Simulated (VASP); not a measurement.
# AlGeSbH2 (R3m) in VASP: single point with PBE

Aim: the single point of AlGeSbH2 with PBE.

Everything below comes from runs of VASP 6.6.1. Logs are shortened: lines on timing, memory, paths and dates and some standing lists are left out, and cuts for length are marked.

**1. The cell of the first run**

It takes space group R3m (No. 160, trigonal). The conventional cell has a = 4.283 Å, b = 4.283 Å, c = 15.080 Å, α = 90.00°, β = 90.00°, γ = 120.00°. Al (site symmetry 3m) has 5 H at 2.39 to 3.19 Å and 3 Ge at 2.83 Å and 3 Sb at 2.91 Å within 3.2 Å. Within 3.5 Å of Ge (site symmetry 3m) lie 6 H at 2.67 to 3.06 Å and 3 Al at 2.83 Å and 4 Sb at 2.93 to 3.24 Å. Within 3.3 Å of Sb (site symmetry 3m) lie 6 H at 2.49 to 2.70 Å and 3 Al at 2.91 Å and 4 Ge at 2.93 to 3.24 Å. Within 1.1 Å of H (site symmetry 3m) lie 1 H at 0.80 Å. Within 1.1 Å of H (site symmetry 3m) lie 1 H at 0.80 Å.

The cell was built from a structure type or drawn by symmetry, and may not be a known phase.

**2. Single point, PBE**

Contents of INCAR:

```
SYSTEM = AlGeSbH2
ALGO = Normal
EDIFF = 1E-6
ENCUT = 500
GGA = PE
GGA_COMPAT = .False.
ISIF = 2
ISMEAR = 0
LASPH = .True.
LCHARG = .False.
LREAL = .False.
LWAVE = .False.
NBANDS = 20
NELM = 120
PREC = Accurate
SIGMA = 0.15
```

Contents of KPOINTS:

```
k-points
0
Gamma
  3 3 3
  0 0 0
```

Contents of POSCAR:

```
AlGeSbH2
1.0
    2.1414098821      1.2363435719      5.0267301478
   -2.1414098821      1.2363435719      5.0267301478
    0.0000000000     -2.4726871438      5.0267301478
Al Ge Sb H
1 1 1 2
Direct
    0.6106074543      0.6106074543      0.6106074543
    0.3692285846      0.3692285846      0.3692285846
    0.1751437678      0.1751437678      0.1751437678
    0.7692857048      0.7692857048      0.7692857048
    0.8220735285      0.8220735285      0.8220735285
```

Potentials or basis: VASP PAW PBE potentials, release 64 (Al, Ge_d, Sb, H).

Command:

```sh
$ cat potpaw_PBE.64/Al/POTCAR potpaw_PBE.64/Ge_d/POTCAR potpaw_PBE.64/Sb/POTCAR potpaw_PBE.64/H/POTCAR > POTCAR
$ mpirun -np 1 vasp_std > vasp.out
```

OUTCAR:

```text
SYSTEM = AlGeSbH2
   EDIFF = 1E-6
   ENCUT = 500
   GGA = PE
   ISIF = 2
   ISMEAR = 0
   LASPH = .True.
   LREAL = .False.
   NELM = 120
   PREC = Accurate

 ion  position               nearest neighbor table
   1  0.611  0.611  0.611-   2 2.83   2 2.83   2 2.83   3 2.91   3 2.91   3 2.91
   2  0.369  0.369  0.369-   1 2.83   1 2.83   1 2.83   3 2.93   3 3.24   3 3.24   3 3.24
   3  0.175  0.175  0.175-   1 2.91   1 2.91   1 2.91   2 2.93   2 3.24   2 3.24   2 3.24
   4  0.769  0.769  0.769-   5 0.80
   5  0.822  0.822  0.822-   4 0.80

  LATTYP: Found a trigonal (rhomboedric) cell.
 ALAT       =     5.6019815860
 COS(alpha) =     0.7077555671

  Lattice vectors:

 A1 = (   2.1414098821,   1.2363435719,   5.0267301478)
 A2 = (  -2.1414098821,   1.2363435719,   5.0267301478)
 A3 = (   0.0000000000,  -2.4726871438,   5.0267301478)

Analysis of symmetry for initial positions (statically):
=====================================================================
 Subroutine PRICEL returns:
 Original cell was already a primitive cell.

 Routine SETGRP: Setting up the symmetry group for a
 trigonal (rhombohedral) supercell.

 Subroutine GETGRP returns: Found  6 space group operations
 (whereof  6 operations were pure point group operations)
 out of a pool of 12 trial point group operations.

The static configuration has the point symmetry C_3v.

Analysis of symmetry for dynamics (positions and initial velocities):
=====================================================================
 Subroutine PRICEL returns:
 Original cell was already a primitive cell.

 Routine SETGRP: Setting up the symmetry group for a
 trigonal (rhombohedral) supercell.

 Subroutine GETGRP returns: Found  6 space group operations
 (whereof  6 operations were pure point group operations)
 out of a pool of 12 trial point group operations.

The dynamic configuration has the point symmetry C_3v.

 Subroutine INISYM returns: Found  6 space group operations
 (whereof  6 operations are pure point group operations),
 and found     1 'primitive' translations

----------------------------------------------------------------------------------------

                                     Primitive cell

  volume of cell :      79.8502

  direct lattice vectors                    reciprocal lattice vectors
     2.141409882  1.236343572  5.026730148     0.233491030  0.134806109  0.066312160
    -2.141409882  1.236343572  5.026730148    -0.233491030  0.134806109  0.066312160
     0.000000000 -2.472687144  5.026730148     0.000000000 -0.269612219  0.066312160

  length of vectors
     5.601981586  5.601981586  5.601981586     0.277647350  0.277647350  0.277647350

  position of ions in fractional coordinates (direct lattice)
     0.610607454  0.610607454  0.610607454
     0.369228585  0.369228585  0.369228585
     0.175143768  0.175143768  0.175143768
     0.769285705  0.769285705  0.769285705
     0.822073528  0.822073528  0.822073528

  ion indices of the primitive-cell ions
   primitive index   ion index
                 1           1
                 2           2
                 3           3
                 4           4
                 5           5

----------------------------------------------------------------------------------------

 KPOINTS: k-points

Automatic generation of k-mesh.
 Grid dimensions read from file:
 generate k-points for:    3    3    3

 Generating k-lattice:

  Cartesian coordinates                     Fractional coordinates (reciprocal lattice)
     0.077830343  0.044935370  0.022104053     0.333333333  0.000000000  0.000000000
    -0.077830343  0.044935370  0.022104053     0.000000000  0.333333333  0.000000000
     0.000000000 -0.089870740  0.022104053     0.000000000  0.000000000  0.333333333

  Length of vectors
     0.092549117  0.092549117  0.092549117

  Shift w.r.t. Gamma in fractional coordinates (k-lattice)
     0.000000000  0.000000000  0.000000000

 Subroutine IBZKPT returns following result:
 ===========================================

 Found      6 irreducible k-points:

 Following reciprocal coordinates:
            Coordinates               Weight
  0.000000  0.000000  0.000000      1.000000
  0.333333  0.000000 -0.000000      6.000000
  0.333333  0.333333 -0.000000      6.000000
 -0.333333  0.333333  0.000000      6.000000
  0.333333  0.333333  0.333333      2.000000
 -0.333333  0.333333  0.333333      6.000000
   k-points           NKPTS =      6   k-points in BZ     NKDIM =      6   number of bands    NBANDS=     20
   number of dos      NEDOS =    301   number of ions     NIONS =      5
   total plane-waves  NPLWV =  74088
   dimension x,y,z NGX =    42 NGY =   42 NGZ =   42
   dimension x,y,z NGXF=    84 NGYF=   84 NGZF=   84
   ions per type =               1   1   1   2
   NGX,Y,Z   is equivalent  to a cutoff of  12.46, 12.46, 12.46 a.u.
   NGXF,Y,Z  is equivalent  to a cutoff of  24.93, 24.93, 24.93 a.u.
 SYSTEM =  AlGeSbH2
   PREC   = accura    normal or accurate (medium, high low for compatibility)
   ISTART =      0    job   : 0-new  1-cont  2-samecut
   ICHARG =      2    charge: 1-file 2-atom 10-const
   ISPIN  =      1    spin polarized calculation?
   LNONCOLLINEAR =      F non collinear calculations
   LSORBIT =      F    spin-orbit coupling
   LASPH  =      T    aspherical Exc in radial PAW
   ENCUT  =  500.0 eV  36.75 Ry    6.06 a.u.  10.21 10.21 10.21*2*pi/ulx,y,z
   NELM   =    120;   NELMIN=  2; NELMDL= -5     # of ELM steps
   EDIFF  = 0.1E-05   stopping-criterion for ELM
   LREAL  =      F    real-space projection
   EDIFFG = 0.1E-04   stopping-criterion for IOM
   NSW    =      0    number of steps for IOM
   IBRION =     -1    ionic relax: 0-MD 1-quasi-New 2-CG
   NFREE  =      0    steps in history (QN), initial steepest desc. (CG)
   ISIF   =      2    stress and relaxation
   ISYM   =      2    0-nonsym 1-usesym 2-fastsym
   POTIM  = 0.5000    time-step for ionic-motion
   TEBEG  =    0.0;   TEEND  =   0.0 temperature during run
   PSTRESS=    0.0 pullay stress
   NELECT =      24.0000    total number of electrons
   NUPDOWN=      -1.0000    fix difference up-down
   EMIN   =  10.00;   EMAX   =-10.00  energy-range for DOS
   EFERMI =   0.00;   METHOD = LEGACY
   ISMEAR =     0;   SIGMA  =   0.15  broadening in eV -4-tet -1-fermi 0-gaus
   EFERMI_NEDOS =   21; number of points for ismear=-14 and -15
   IALGO  =     38    algorithm
   IMIX   =      4    mixing-type and parameters
     AMIX     =   0.40;   BMIX     =  1.00
     AMIX_MAG =   1.60;   BMIX_MAG =  1.00
  volume/ion in A,a.u.               =      15.97       107.77
  Fermi-wavevector in a.u.,A,eV,Ry     =   1.096613  2.072298 16.361817  1.202560
  Thomas-Fermi vector in A             =   2.232958
   LORBIT       =      0    0 simple, 1 ext, 2 COOP (PROOUT), +10 PAW based schemes
   GGA     = PE    functional components
   LHFCALC =     F    Hartree Fock is set to
   AEXX    =    0.0000 exact exchange contribution
   IVDW    =     0    specifies the selected vdW correction
   LEPSILON=     F    determine dielectric tensor
   LRPA    =     F    only Hartree local field effects (RPA)
 non-spin polarized calculation
 Gauss-broadening in eV      SIGMA  =   0.15
  energy-cutoff  :      500.00
  volume of cell :       79.85
 maximum number of plane-waves:      2055
 NGX is ok and might be reduce to    42
   NGX = 21   NGY = 21   NGZ = 21

 number of electron      24.0000001 magnetization

 Free energy of the ion-electron system (eV)
  ---------------------------------------------------
  ext. energy  EPLUGINS =         0.00000000
  ---------------------------------------------------
  free energy    TOTEN  =       -17.52522771 eV

  energy without entropy =      -17.50636364  energy(sigma->0) =      -17.51579568

 E-fermi :   5.4643     XC(G=0):  -9.7560

 val. band max:        5.4641965108   @ k =  -0.3333   0.3333   0.3333
 cond. band min:       5.8418477347   @ k =   0.3333   0.3333   0.3333
 fundamental gap:      0.3776512239
 Fermi energy:         5.4642504727

 k-point     1 :       0.0000    0.0000    0.0000
  band No.  band energies     occupation
      1     -18.8990      2.00000
      2     -18.8851      2.00000
      3     -18.8851      2.00000
      4     -18.8520      2.00000
      5     -18.8520      2.00000
      6      -6.4899      2.00000
      7      -1.4263      2.00000
      8      -0.7604      2.00000
      9       2.1510      2.00000
     10       5.0243      1.99997
     11       5.0243      1.99997
     12       6.2472      0.00000
     13       6.2472      0.00000
     14       6.4004      0.00000
     15       6.8967      0.00000
     16       8.7886      0.00000
     17       8.7886      0.00000
     18      10.6637      0.00000
     19      11.0883      0.00000
     20      11.0883      0.00000

 k-point     2 :       0.3333    0.0000   -0.0000
  band No.  band energies     occupation
      1     -18.8978      2.00000
      2     -18.8861      2.00000
      3     -18.8853      2.00000
      4     -18.8521      2.00000
      5     -18.8500      2.00000
      6      -5.3899      2.00000
      7      -2.4340      2.00000
      8      -0.6278      2.00000
      9       1.3109      2.00000
     10       2.6033      2.00000
     11       4.1097      2.00000
     12       4.1609      2.00000
     13       5.0961      1.99948
     14       6.6329      0.00000
     15       8.5131      0.00000
     16      10.1582      0.00000
     17      11.3403      0.00000
     18      12.4147      0.00000
     19      13.6224      0.00000
     20      14.9038      0.00000

 k-point     3 :       0.3333    0.3333   -0.0000
  band No.  band energies     occupation
      1     -18.8977      2.00000
      2     -18.8861      2.00000
      3     -18.8852      2.00000
      4     -18.8521      2.00000
      5     -18.8500      2.00000
      6      -5.2344      2.00000
      7      -2.3139      2.00000
      8      -1.4619      2.00000
      9       1.0704      2.00000
     10       3.0887      2.00000
     11       3.2156      2.00000
     12       4.5203      2.00000
     13       7.2618      0.00000
     14       7.6476      0.00000
     15       9.2262      0.00000
     16      10.0827      0.00000
     17      10.6381      0.00000
     18      11.4494      0.00000
     19      12.5733      0.00000
     20      13.0009      0.00000

 k-point     4 :      -0.3333    0.3333    0.0000
  band No.  band energies     occupation
      1     -18.8972      2.00000
      2     -18.8860      2.00000
      3     -18.8859      2.00000
      4     -18.8509      2.00000
      5     -18.8504      2.00000
      6      -4.0055      2.00000
      7      -2.9810      2.00000
      8      -1.9849      2.00000
      9       0.3448      2.00000
     10       1.9963      2.00000
     11       3.7141      2.00000
     12       4.1661      2.00000
     13       6.4630      0.00000
     14       8.3567      0.00000
     15       9.2248      0.00000
     16      10.6118      0.00000
     17      10.9727      0.00000
     18      11.7731      0.00000
     19      12.3829      0.00000
     20      13.8503      0.00000

 k-point     5 :       0.3333    0.3333    0.3333
  band No.  band energies     occupation
      1     -18.8987      2.00000
      2     -18.8850      2.00000
      3     -18.8850      2.00000
      4     -18.8520      2.00000
      5     -18.8520      2.00000
      6      -5.9760      2.00000
      7      -3.6761      2.00000
      8       0.3909      2.00000
      9       3.8794      2.00000
     10       4.5367      2.00000
     11       4.5367      2.00000
     12       5.8418      0.00037
     13       6.9853      0.00000
     14       6.9853      0.00000
     15       8.3077      0.00000
     16       8.6874      0.00000
     17       8.6874      0.00000
     18      10.2327      0.00000
     19      12.5465      0.00000
     20      12.5729      0.00000

 k-point     6 :      -0.3333    0.3333    0.3333
  band No.  band energies     occupation
      1     -18.8976      2.00000
      2     -18.8860      2.00000
      3     -18.8852      2.00000
      4     -18.8521      2.00000
      5     -18.8500      2.00000
      6      -4.7000      2.00000
      7      -3.5778      2.00000
      8      -1.1821      2.00000
      9       0.8851      2.00000
     10       3.3999      2.00000
     11       4.6699      2.00000
     12       5.4642      1.00041
     13       6.5802      0.00000
     14       6.9065      0.00000
     15       8.2084      0.00000
     16       9.5994      0.00000
     17      10.7824      0.00000
     18      11.2992      0.00000
     19      12.1330      0.00000
     20      13.2463      0.00000

------------------------ aborting loop because EDIFF is reached ----------------------------------------

  FORCE on cell =-STRESS in cart. coord.  units (eV):
  Direction    XX          YY          ZZ          XY          YZ          ZX
  --------------------------------------------------------------------------------------
  -------------------------------------------------------------------------------------
  Total       -0.1713537     -0.1713537      0.1265376      0.0000000      0.0000000      0.0000000
  in kB       -3.4381777     -3.4381777      2.5389515      0.0000000      0.0000000      0.0000000
  external PRESSURE =      -1.4458013 kB  Pullay stress =       0.0000000 kB

 VOLUME and BASIS-vectors are now :
 -----------------------------------------------------------------------------
  energy-cutoff  :      500.00
  volume of cell :       79.85
      direct lattice vectors                 reciprocal lattice vectors
     2.141409882  1.236343572  5.026730148     0.233491030  0.134806109  0.066312160
    -2.141409882  1.236343572  5.026730148    -0.233491030  0.134806109  0.066312160
     0.000000000 -2.472687144  5.026730148     0.000000000 -0.269612219  0.066312160

 POSITION                                       TOTAL-FORCE (eV/Angst)
 -----------------------------------------------------------------------------------
      0.00000      0.00000      9.20808         0.000000     -0.000000     -0.006739
      0.00000      0.00000      5.56804         0.000000      0.000000      0.011273
      0.00000      0.00000      2.64120         0.000000      0.000000     -0.014480
      0.00000      0.00000     11.60097         0.000000     -0.000000     -0.029296
      0.00000      0.00000     12.39703         0.000000     -0.000000      0.039242
 -----------------------------------------------------------------------------------
    total drift:                               -0.000000     -0.000000      0.000376

  FREE ENERGIE OF THE ION-ELECTRON SYSTEM (eV)
  ---------------------------------------------------
  free  energy   TOTEN  =       -17.5252277082 eV

  energy  without entropy=      -17.5063636448  energy(sigma->0) =      -17.51579568
```

Run time: 21 s. Hardware: 1 thread of Intel Xeon Platinum 8259CL at 2.50GHz (Skylake/Cascade Lake), shared host; peak memory 0.26 GiB.

What came out:

```yaml
Free_energy: -17.5252 eV
Pressure: -0.1 GPa
Largest_force: 0.039 eV/Å
Band_gap_on_the_k_mesh: zero (bands 12 and 13 overlap by 1.15 eV)
```

Forces in eV/Å, atoms in the order of the input:
```
Al   0.000  0.000 -0.007
Ge   0.000  0.000  0.011
Sb   0.000  0.000 -0.014
H    0.000  0.000 -0.029
H    0.000  0.000  0.039
```

Levels at points of the mesh, in eV from the Fermi level:
| k point | band 9 | band 10 | band 11 | band 12 | band 13 | band 14 | band 15 | band 16 |
| --- | --- | --- | --- | --- | --- | --- | --- | --- |
| (0.00, 0.00, 0.00) | -3.31 | -0.44 | -0.44 | 0.78 | 0.78 | 0.94 | 1.43 | 3.32 |

Caveat: the k points lie up to 0.58 Å⁻¹ apart, too coarse for converged energies and pressures of a metal; spin-orbit coupling is left out, which moves the levels of the heavy elements.
